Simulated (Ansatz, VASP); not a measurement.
## One calculation of NbSi, two programs

POSCAR

```
NbSi
1.0
    3.1564400000      0.0000000000      0.0000000000
    0.0000000000      3.1564400000      0.0000000000
    0.0000000000      0.0000000000      3.1564400000
Nb Si
1 1
Direct
    0.0000000000      0.0000000000      0.0000000000
    0.5000000000      0.5000000000      0.5000000000
```

Contents of INCAR.step1:

```
SYSTEM = NbSi
PREC = Accurate ; ENCUT = 600
ISMEAR = -1 ; SIGMA = 0.05
LREAL = .FALSE. ; LASPH = .TRUE.
NELM = 150 ; LMAXMIX = 4
LDAU = .TRUE. ; LDAUTYPE = 2
LDAUL = 2 -1 ; LDAUU = 1 0
LDAUJ = 0 0 ; GGA = PE
ALGO = Normal ; EDIFF = 1E-4
LWAVE = .TRUE. ; LCHARG = .FALSE.
```

The input INCAR.step2:

```
SYSTEM = NbSi
PREC = Accurate ; ENCUT = 600
EDIFF = 1E-7 ; ISMEAR = -1
SIGMA = 0.05 ; LREAL = .FALSE.
LASPH = .TRUE. ; NELM = 150
ALGO = Normal ; ISIF = 3
LWAVE = .FALSE. ; LCHARG = .FALSE.
LMAXMIX = 4 ; LDAU = .TRUE.
LDAUTYPE = 2 ; LDAUL = 2 -1
LDAUU = 1 0 ; LDAUJ = 0 0
LDAUPRINT = 1 ; METAGGA = R2SCAN
LMIXTAU = .TRUE. ; IBRION = 2
NSW = 60 ; EDIFFG = -0.01
ISTART = 1
```

The input KPOINTS:

```
regular mesh
0
G
  8 8 8
  0 0 0
```

The input input.yaml:

```yaml
crystal:
  lattice:
    - [3.15644, 0.0, 0.0]
    - [0.0, 3.15644, 0.0]
    - [0.0, 0.0, 3.15644]
  atoms:
    - { symbol: Nb, position: [0.0, 0.0, 0.0] }
    - { symbol: Si, position: [0.5, 0.5, 0.5] }
hamiltonian:
  xc: r2scan
  pseudopotentials: { kind: paw }
  hubbard: { sites: [{ species: Nb, l: d, u_eff: 1.0 }] }
kpoints:
  mp_grid: { grid: [8, 8, 8] }
scf:
  occupations: { method: fermi_dirac, width: 0.05 }
output:
  forces: true
  stress: true
  eigenvalues: true
relax:
  f_tol: 0.01
  max_steps: 40
  cell: { stress_tol: 0.05 }
```

Alike in both runs: task relaxation of cell and atoms; functional r2SCAN; k mesh 8 × 8 × 8; occupations fermi-dirac, width 0.05 eV; no spin polarisation; Hubbard terms Nb d U = 1.0 eV.

|  | VASP | Ansatz |
| --- | --- | --- |
| version | VASP 6.6.1 | Ansatz 0.2.0 |
| potentials or method | VASP PAW PBE potentials, release 64 (Nb_sv, Si) | Ansatz PAW |
| plane-wave cutoff (eV) | 600 | 500 |
| valence electrons in the cell | 17 | 17 |

|  | VASP | Ansatz | Ansatz less VASP |
| --- | --- | --- | --- |
| gap on the k mesh at the Fermi level, each at its own relaxed structure (eV) | none | none | - |
| relaxed volume (Å³/atom) | 15.66 | 15.58 | -0.080 |
| relaxed cell length with the largest relative difference (Å) | 3.152 | 3.147 | -0.0054 |

VASP's potentials were made for PBE, not for r2SCAN. The programs project onto different local orbitals, so the same U acts differently, and such runs can settle in different states. A gap of «none» marks a metal or a gap that the smearing closes.

Noted on Ansatz's run: the plane-wave basis is chosen anew once the cell has moved, so the energies of steps on either side of that aren't comparable.
